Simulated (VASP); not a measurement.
# WC (Amm2) in VASP: a series of runs

Runs on WC. Level: PBE. Tasks: single point.

Everything below comes from runs of VASP 6.6.1. Logs are shortened: lines on timing, memory, paths and dates and some standing lists are left out, and cuts for length are marked.

## 1. The cell of the first run

Symmetry: Amm2, No. 38, orthorhombic system. Conventional cell: a = 2.847 Å, b = 2.922 Å, c = 4.858 Å, α = 90.00°, β = 90.00°, γ = 90.00°. W (site symmetry mm2) has 6 C at 2.16 to 2.19 Å and 8 W at 2.83 to 2.92 Å within 3.0 Å. C (site symmetry mm2) has 6 W at 2.16 to 2.19 Å and 8 C at 2.83 to 2.92 Å within 3.0 Å.

## 2. Single point, PBE (strain -0.0400 x Voigt [0, 1, 0, 0, 0, 0])

INCAR reads:

```
PREC = Accurate
ENCUT = 520
EDIFF = 1E-7
ISMEAR = 0
SIGMA = 0.15
LREAL = False
LASPH = True
NELM = 100
ALGO = Normal
ISIF = 2
LWAVE = False
LCHARG = False
GGA = PE
NBANDS = 16
```

KPOINTS reads:

```
Automatic mesh
0
Gamma
  24 24 22
```

POSCAR reads:

```
WC
1.0
    2.9217716510      0.0000000000      0.0000000000
   -1.4608858255      2.4291153349      0.0000000000
    0.0000000000      0.0000000000      2.8470758829
W C
1 1
Direct
    0.0000000000      0.0000000000      0.0000000000
    0.6666666667      0.3333333333      0.5000000000
```

Potentials or basis: VASP PAW PBE potentials, release 64 (W_sv, C).

Started as:

```bash
$ cat potpaw_PBE.64/W_sv/POTCAR potpaw_PBE.64/C/POTCAR > POTCAR
$ mpirun -np 1 vasp_std > vasp.out
```

OUTCAR:

```text
PREC = Accurate
   ENCUT = 520
   EDIFF = 1E-7
   ISMEAR = 0
   LREAL = False
   LASPH = True
   NELM = 100
   ISIF = 2
   GGA = PE

 ion  position               nearest neighbor table
   1  0.000  0.000  0.000-   2 2.16   2 2.16   2 2.19   2 2.19   2 2.19   2 2.19
   2  0.667  0.333  0.500-   1 2.16   1 2.16   1 2.19   1 2.19   1 2.19   1 2.19

  Warning from LATTYP: Monoclinic adjustment (A1->A3, A2->A1, A3->A2)!
  LATTYP: Found a base centered orthorhombic cell.
 ALAT       =     2.9217716510
 B/A-ratio  =     1.6627687753
 C/A-ratio  =     0.9744347687

  Lattice vectors:

 A1 = (   1.4608858255,  -2.4291153349,   0.0000000000)
 A2 = (   1.4608858255,   2.4291153349,   0.0000000000)
 A3 = (   0.0000000000,   0.0000000000,   2.8470758829)

Analysis of symmetry for initial positions (statically):
=====================================================================
 Subroutine PRICEL returns:
 Original cell was already a primitive cell.

 Routine SETGRP: Setting up the symmetry group for a
 base centered orthorhombic supercell.

 Subroutine GETGRP returns: Found  4 space group operations
 (whereof  4 operations were pure point group operations)
 out of a pool of  8 trial point group operations.

The static configuration has the point symmetry C_2v.

Analysis of symmetry for dynamics (positions and initial velocities):
=====================================================================
 Subroutine PRICEL returns:
 Original cell was already a primitive cell.

 Routine SETGRP: Setting up the symmetry group for a
 base centered orthorhombic supercell.

 Subroutine GETGRP returns: Found  4 space group operations
 (whereof  4 operations were pure point group operations)
 out of a pool of  8 trial point group operations.

The dynamic configuration has the point symmetry C_2v.

 Subroutine INISYM returns: Found  4 space group operations
 (whereof  4 operations are pure point group operations),
 and found     1 'primitive' translations

----------------------------------------------------------------------------------------

                                     Primitive cell

  volume of cell :      20.2066

  direct lattice vectors                    reciprocal lattice vectors
[... 78 lines left out ...]
   PREC   = accura    normal or accurate (medium, high low for compatibility)
   ISTART =      0    job   : 0-new  1-cont  2-samecut
   ICHARG =      2    charge: 1-file 2-atom 10-const
   ISPIN  =      1    spin polarized calculation?
   LNONCOLLINEAR =      F non collinear calculations
   LSORBIT =      F    spin-orbit coupling
   LASPH  =      T    aspherical Exc in radial PAW
   ENCUT  =  520.0 eV  38.22 Ry    6.18 a.u.   5.43  5.27  5.29*2*pi/ulx,y,z
   NELM   =    100;   NELMIN=  2; NELMDL= -5     # of ELM steps
   EDIFF  = 0.1E-06   stopping-criterion for ELM
   LREAL  =      F    real-space projection
   EDIFFG = 0.1E-05   stopping-criterion for IOM
   NSW    =      0    number of steps for IOM
   IBRION =     -1    ionic relax: 0-MD 1-quasi-New 2-CG
   NFREE  =      0    steps in history (QN), initial steepest desc. (CG)
   ISIF   =      2    stress and relaxation
   ISYM   =      2    0-nonsym 1-usesym 2-fastsym
   POTIM  = 0.5000    time-step for ionic-motion
   TEBEG  =    0.0;   TEEND  =   0.0 temperature during run
   PSTRESS=    0.0 pullay stress
   NELECT =      18.0000    total number of electrons
   NUPDOWN=      -1.0000    fix difference up-down
   EMIN   =  10.00;   EMAX   =-10.00  energy-range for DOS
   EFERMI =   0.00;   METHOD = LEGACY
   ISMEAR =     0;   SIGMA  =   0.15  broadening in eV -4-tet -1-fermi 0-gaus
   EFERMI_NEDOS =   21; number of points for ismear=-14 and -15
   IALGO  =     38    algorithm
   IMIX   =      4    mixing-type and parameters
     AMIX     =   0.40;   BMIX     =  1.00
     AMIX_MAG =   1.60;   BMIX_MAG =  1.00
  volume/ion in A,a.u.               =      10.10        68.18
  Fermi-wavevector in a.u.,A,eV,Ry     =   1.575196  2.976688 33.759340  2.481241
  Thomas-Fermi vector in A             =   2.676216
   LORBIT       =      0    0 simple, 1 ext, 2 COOP (PROOUT), +10 PAW based schemes
   GGA     = PE    functional components
   LHFCALC =     F    Hartree Fock is set to
   AEXX    =    0.0000 exact exchange contribution
   IVDW    =     0    specifies the selected vdW correction
   LEPSILON=     F    determine dielectric tensor
   LRPA    =     F    only Hartree local field effects (RPA)
 non-spin polarized calculation
 Gauss-broadening in eV      SIGMA  =   0.15
  energy-cutoff  :      520.00
  volume of cell :       20.21
 maximum number of plane-waves:       559
 NGX is ok and might be reduce to    24
   NGX = 11   NGY = 11   NGZ = 11

 number of electron      17.9999999 magnetization

 Free energy of the ion-electron system (eV)
  ---------------------------------------------------
  ext. energy  EPLUGINS =         0.00000000
  ---------------------------------------------------
  free energy    TOTEN  =       -22.36227467 eV

  energy without entropy =      -22.35920147  energy(sigma->0) =      -22.36073807

 E-fermi :  11.4794     XC(G=0): -13.9526

 val. band max:       11.4772785689   @ k =   0.0417   0.0000   0.2727
 cond. band min:      11.4873417861   @ k =   0.0833   0.4167   0.4091
 fundamental gap:      0.0100632171
 Fermi energy:        11.4794493746

 k-point     1 :       0.0000    0.0000    0.0000
  band No.  band energies     occupation
      1     -62.4877      2.00000
      2     -26.5097      2.00000
      3     -26.3685      2.00000
      4     -26.2842      2.00000
      5      -3.1835      2.00000
      6       6.9512      2.00000
[... 433 lines left out ...]
      3     -26.5067      2.00000
      4     -26.3857      2.00000
      5       0.1075      2.00000
      6       4.4256      2.00000
[... 8 lines left out ...]
     15      25.1748      0.00000
     16      29.3342      0.00000

 [... further k-points ...]
[... 5 lines left out ...]
  --------------------------------------------------------------------------------------
  -------------------------------------------------------------------------------------
  Total        1.4481298      4.2451077      1.1416122      0.0000000      0.0000000      0.0000000
  in kB      114.8218695    336.5935947     90.5181662      0.0000000      0.0000000      0.0000000
  external PRESSURE =     180.6445435 kB  Pullay stress =       0.0000000 kB

 VOLUME and BASIS-vectors are now :
 -----------------------------------------------------------------------------
  energy-cutoff  :      520.00
  volume of cell :       20.21
      direct lattice vectors                 reciprocal lattice vectors
     2.921771651  0.000000000  0.000000000     0.342258095  0.205836254  0.000000000
    -1.460885825  2.429115335  0.000000000     0.000000000  0.411672507  0.000000000
     0.000000000  0.000000000  2.847075883     0.000000000  0.000000000  0.351237565

 POSITION                                       TOTAL-FORCE (eV/Angst)
 -----------------------------------------------------------------------------------
      0.00000      0.00000      0.00000        -0.000000      0.277508      0.000000
      1.46089      0.80971      1.42354         0.000000     -0.277508      0.000000
 -----------------------------------------------------------------------------------
    total drift:                                0.000000     -0.000051      0.000000

  FREE ENERGIE OF THE ION-ELECTRON SYSTEM (eV)
  ---------------------------------------------------
  free  energy   TOTEN  =       -22.3622746688 eV

  energy  without entropy=      -22.3592014749  energy(sigma->0) =      -22.36073807
```

OSZICAR:

```text
N       E                     dE             d eps       ncg     rms          rms(c)
DAV:   1     0.110287553476E+03    0.11029E+03   -0.93765E+03 60400   0.126E+03
DAV:   2    -0.222261955112E+02   -0.13251E+03   -0.12802E+03 71248   0.338E+02
DAV:   3    -0.253928630047E+02   -0.31667E+01   -0.31556E+01 67336   0.498E+01
DAV:   4    -0.254088905444E+02   -0.16028E-01   -0.16027E-01 78096   0.398E+00
DAV:   5    -0.254090051851E+02   -0.11464E-03   -0.11464E-03 67344   0.319E-01    0.341E+01
DAV:   6    -0.224398147210E+02    0.29692E+01   -0.56563E+00 74064   0.258E+01    0.935E+00
DAV:   7    -0.223900393858E+02    0.49775E-01   -0.42267E-01 63136   0.499E+00    0.664E+00
DAV:   8    -0.223633387600E+02    0.26701E-01   -0.55017E-02 69560   0.204E+00    0.106E+00
DAV:   9    -0.223623290796E+02    0.10097E-02   -0.26756E-03 66824   0.399E-01    0.116E-01
DAV:  10    -0.223622766106E+02    0.52469E-04   -0.27507E-04 74352   0.189E-01    0.540E-02
DAV:  11    -0.223622753882E+02    0.12225E-05   -0.10069E-05 69192   0.307E-02    0.731E-03
DAV:  12    -0.223622747022E+02    0.68601E-06   -0.20866E-06 68512   0.136E-02    0.868E-04
DAV:  13    -0.223622746688E+02    0.33383E-07   -0.74279E-08 50736   0.240E-03
   1 F= -.22362275E+02 E0= -.22360738E+02  d E =-.307319E-02
```

Wall time 5.6 min (1 thread of Intel Xeon Platinum 8259CL at 2.50GHz (Skylake/Cascade Lake), shared host); peak memory 0.66 GiB.

Results:

```
Free energy            : -22.3623 eV
Pressure               : 18.1 GPa
Largest force          : 0.278 eV/Å
Band gap on the k mesh : zero (bands 9 and 10 overlap by 1.25 eV)
```

Forces on the atoms (eV/Å):
```
W    0.000  0.278  0.000
C    0.000 -0.278  0.000
```

Stress tensor (GPa, compression positive):
```
11.48  0.00  0.00
 0.00 33.66  0.00
 0.00  0.00  9.05
```

Levels at points of the mesh, in eV from the Fermi level:
```csv
k point,band 5,band 6,band 7,band 8,band 9,band 10,band 11,band 12,band 13,band 14
"(0.00, 0.00, 0.00)",-14.66,-4.53,-3.67,-2.95,-0.13,3.23,3.42,5.48,5.86,6.74
"(0.50, 0.00, 0.00)",-11.22,-7.18,-3.96,-3.77,-0.25,2.46,4.57,5.45,6.94,9.66
"(0.00, 0.50, 0.00)",-11.05,-7.07,-3.97,-3.60,-0.63,2.11,4.87,5.28,6.82,9.77
"(0.00, 0.00, 0.50)",-10.58,-8.87,-2.00,-1.82,-1.06,-0.22,3.41,4.42,4.94,10.08
"(0.50, 0.00, 0.50)",-11.52,-6.63,-4.37,-4.10,0.13,4.54,5.39,6.92,9.38,10.29
"(0.00, 0.50, 0.50)",-11.43,-6.68,-4.67,-4.30,0.59,4.86,5.46,6.68,9.50,10.88
```

Caveat: the cell differs from its parent crystal (strain -0.0400 x Voigt [0, 1, 0, 0, 0, 0]); the stress differs along the axes, from 9 to 34 GPa; spin-orbit coupling is left out, which moves the levels of the heavy elements.

## 3. Single point, PBE (strain -0.0200 x Voigt [0, 1, 0, 0, 0, 0])

INCAR reads:

```
ALGO = Normal ; EDIFF = 1E-6
ENCUT = 520 ; GGA = PE
ISIF = 2 ; ISMEAR = 0
LASPH = True ; LCHARG = False
LREAL = False ; LWAVE = False
NBANDS = 16 ; NELM = 80
PREC = Accurate ; SIGMA = 0.15
```

KPOINTS reads:

```
k-points
0
Gamma
  24 24 22
```

POSCAR reads:

```
WC
1.0
    2.9217716510      0.0000000000      0.0000000000
   -1.4608858255      2.4797219043      0.0000000000
    0.0000000000      0.0000000000      2.8470758829
W C
1 1
Direct
    0.0000000000      0.0000000000      0.0000000000
    0.6666666667      0.3333333333      0.5000000000
```

Potentials or basis: VASP PAW PBE potentials, release 64 (W_sv, C).

Started as:

```bash
$ cat potpaw_PBE.64/W_sv/POTCAR potpaw_PBE.64/C/POTCAR > POTCAR
$ mpirun -np 1 vasp_std > vasp.out
```

Run time: 5.1 min. Hardware: 1 thread of Intel Xeon Platinum 8259CL at 2.50GHz (Skylake/Cascade Lake), shared host; peak memory 0.68 GiB.

It converged, with:

```
Free energy            : -22.4278 eV
Pressure               : 9.0 GPa
Largest force          : 0.119 eV/Å
Band gap on the k mesh : zero (bands 9 and 10 overlap by 1.19 eV)
```

Forces on the atoms (eV/Å):
```
W    0.000  0.119  0.000
C    0.000 -0.119  0.000
```

Stress tensor (GPa, compression positive):
```
 5.83  0.00  0.00
 0.00 16.39  0.00
 0.00  0.00  4.82
```

Levels at points of the mesh, in eV from the Fermi level:
| k point | band 7 | band 8 | band 9 | band 10 | band 11 | band 12 |
| --- | --- | --- | --- | --- | --- | --- |
| (0.00, 0.00, 0.00) | -3.46 | -3.12 | 0.00 | 3.20 | 3.29 | 5.52 |
| (0.50, 0.00, 0.00) | -3.74 | -3.63 | -0.35 | 2.38 | 4.54 | 5.08 |
| (0.00, 0.50, 0.00) | -3.74 | -3.55 | -0.54 | 2.22 | 4.64 | 5.04 |
| (0.00, 0.00, 0.50) | -1.99 | -1.90 | -0.80 | -0.40 | 3.54 | 4.46 |
| (0.50, 0.00, 0.50) | -4.26 | -4.17 | 0.20 | 4.46 | 5.29 | 6.72 |
| (0.00, 0.50, 0.50) | -4.45 | -4.22 | 0.42 | 4.59 | 5.34 | 6.61 |

Caveat: the cell differs from its parent crystal (strain -0.0200 x Voigt [0, 1, 0, 0, 0, 0]); the stress differs along the axes, from 5 to 16 GPa; spin-orbit coupling is left out, which moves the levels of the heavy elements.

## 4. Single point, PBE (strain +0.0100 x Voigt [0, 1, 0, 0, 0, 0])

INCAR reads:

```
  PREC = Accurate
  ENCUT = 520
  EDIFF = 1E-6
  ISMEAR = 0
  SIGMA = 0.15
  LREAL = False
  LASPH = True
  NELM = 100
  ALGO = Normal
  ISIF = 2
  LWAVE = False
  LCHARG = False
  GGA = PE
  NBANDS = 16
```

KPOINTS reads:

```
regular mesh
0
Gamma
  24 24 22
```

POSCAR reads:

```
WC
1.0
    2.9217716510      0.0000000000      0.0000000000
   -1.4608858255      2.5556317585      0.0000000000
    0.0000000000      0.0000000000      2.8470758829
W C
1 1
Direct
    0.0000000000      0.0000000000      0.0000000000
    0.6666666667      0.3333333333      0.5000000000
```

Started as:

```bash
$ cat potpaw_PBE.64/W_sv/POTCAR potpaw_PBE.64/C/POTCAR > POTCAR
$ mpirun -np 1 vasp_std > vasp.out
```

It took 5.3 min on 1 thread of Intel Xeon Platinum 8259CL at 2.50GHz (Skylake/Cascade Lake), shared host; peak memory 0.69 GiB.

The run converged. Its results:

* Free energy: -22.4475 eV
* Pressure: -2.5 GPa
* Largest force: 0.045 eV/Å
* Band gap on the k mesh: zero (bands 9 and 10 overlap by 1.21 eV)

Forces on the atoms (eV/Å):
```
W    0.000 -0.045  0.000
C    0.000  0.045  0.000
```

Stress tensor (GPa, compression positive):
```
-1.03  0.00  0.00
 0.00 -5.88  0.00
 0.00  0.00 -0.61
```

Levels at points of the mesh, in eV from the Fermi level:
```csv
k point,band 5,band 6,band 7,band 8,band 9,band 10,band 11,band 12,band 13,band 14
"(0.00, 0.00, 0.00)",-14.27,-4.17,-3.36,-3.20,0.14,3.11,3.15,5.46,5.56,6.16
"(0.50, 0.00, 0.00)",-11.01,-6.93,-3.45,-3.45,-0.53,2.27,4.32,4.68,6.73,9.53
"(0.00, 0.50, 0.00)",-11.05,-6.95,-3.49,-3.44,-0.44,2.34,4.34,4.64,6.76,9.52
"(0.00, 0.00, 0.50)",-10.35,-8.49,-2.04,-1.99,-0.65,-0.46,3.68,4.36,4.48,9.82
"(0.50, 0.00, 0.50)",-11.13,-6.31,-4.28,-4.12,0.29,4.25,5.17,6.40,8.93,9.87
"(0.00, 0.50, 0.50)",-11.15,-6.30,-4.16,-4.12,0.18,4.21,5.13,6.44,8.91,9.73
```

Caveat: the cell differs from its parent crystal (strain +0.0100 x Voigt [0, 1, 0, 0, 0, 0]); the stress differs along the axes, from -6 to -1 GPa; spin-orbit coupling is left out, which moves the levels of the heavy elements.

## 5. Summary

| cell | gap on the mesh (eV) | pressure (GPa) | largest force (eV/Å) |
| --- | --- | --- | --- |
| a = 2.922, b = 2.835, c = 2.847 Å, angles 90.0, 90.0, 121.0°, 2 atoms | none | 18.1 | 0.28 |
| a = 2.922, b = 2.878, c = 2.847 Å, angles 90.0, 90.0, 120.5°, 2 atoms | none | 9.0 | 0.12 |
| a = 2.922, b = 2.944, c = 2.847 Å, angles 90.0, 90.0, 119.8°, 2 atoms | none | -2.5 | 0.05 |

Alike in all rows: task single point; level PBE; potentials or basis VASP PAW PBE potentials, release 64 (W_sv, C); no spin polarisation; k mesh 24 × 24 × 22; cutoff (eV) 520; smearing gaussian 0.15 eV.

Caveats: spin-orbit coupling is left out, which moves the levels of the heavy elements; the stress differs along the axes, from 9 to 34 GPa (at least some runs); the stress differs along the axes, from 5 to 16 GPa (at least some runs); the stress differs along the axes, from -6 to -1 GPa (at least some runs).

Total energies depend on the potentials used, so only differences within one code and one set of settings carry meaning.
